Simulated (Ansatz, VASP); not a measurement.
## NaCl: VASP beside Ansatz

```
Na Cl
1.0
     4.67338    0.00000    0.00000
    -2.33669    4.04727    0.00000
     0.00000    0.00000    5.51322
Na Cl
2 2
Direct
  0.33333 0.66667 0.93750
  0.66667 0.33333 0.43750
  0.33333 0.66667 0.43750
  0.66667 0.33333 0.93750
```

Alike in both runs: task single point; functional r2SCAN; k mesh 6 × 6 × 4; no spin polarisation.

|  | VASP | Ansatz |
| --- | --- | --- |
| version | VASP 6.6.1 | Ansatz 0.2.0 |
| potentials or method | VASP PAW PBE potentials, release 64 (Na_pv, Cl) | plane waves, PAW |
| plane-wave cutoff (eV) | 520 | 500 |
| occupations | gaussian, width 0.01 eV | fixed |
| valence electrons in the cell | 28 | 32 |

|  | VASP | Ansatz | Ansatz less VASP |
| --- | --- | --- | --- |
| gap on the k mesh at the Fermi level (eV) | 5.54 | 5.53 | -0.012 |
| pressure (GPa) | 0.5 | 0.7 | +0.19 |
| traceless stress, the component that is largest in VASP (GPa) | 0.08 | 0.10 | +0.017 |
| rms of the force components (eV/Å) | 0.005 | 0.000 | -0.0048 |

VASP's potentials were made for PBE, not for r2SCAN. Atom by atom the forces differ by 0.005 eV/Å (rms over components). VASP's potentials hold 28 valence electrons a cell and Ansatz's 32, so a difference there can come from the potentials and not from the codes. Ansatz's warnings: structure snapped to symmetry.
